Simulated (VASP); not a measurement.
Input of a VASP 6.6.1 run:

INCAR

```
SYSTEM = W
ALGO     = Fast           ! electronic algorithm
EDIFF    = 1E-7           ! SCF threshold, eV
ENCUT    = 520            ! plane-wave cutoff, eV
GGA      = PS             ! functional
ISIF     = 2              ! what is computed and relaxed
ISMEAR   = 0              ! smearing method
LASPH    = .TRUE.         ! aspherical terms in the spheres
LCHARG   = .TRUE.         ! write CHGCAR
LELF     = .TRUE.         ! ELF
LREAL    = .FALSE.        ! projectors in reciprocal space
LVHAR    = .TRUE.       
LWAVE    = .FALSE.        ! write WAVECAR
NBANDS   = 13             ! bands
NELM     = 80             ! most SCF steps
PREC     = Accurate       ! precision mode
SIGMA    = 0.15           ! smearing width, eV
```

KPOINTS

```
k-points
0
G
  26 26 26
  0 0 0
```

POSCAR

```
W
1.0
   -1.5771801384      1.5771801384      1.6008378405
    1.5771801384     -1.5771801384      1.6008378405
    1.5771801384      1.5771801384     -1.6008378405
W
1
Direct
    0.0000000000      0.0000000000      0.0000000000
```

Potentials or basis: VASP PAW PBE potentials, release 64 (W_sv).

Command:

```sh
$ cat potpaw_PBE.64/W_sv/POTCAR > POTCAR
$ mpirun -np 1 vasp_std > vasp.out
```

Task: Predict the pressure.

Result: -4.2 GPa.

Task: Predict the band gap on the k mesh.

Result: Zero (bands 7 and 8 overlap by 6.21 eV).

Stress tensor (GPa, compression positive):
```
-2.58  0.00  0.00
 0.00 -2.58  0.00
 0.00  0.00 -7.29
```

Caveat: the cell differs from its parent crystal (strain +0.000 along x and y, +0.015 along z); the cell stands under tension; the PAW data sets were made with another functional, which shifts forces and pressure a little; spin-orbit coupling is left out, which moves the levels of the heavy elements.
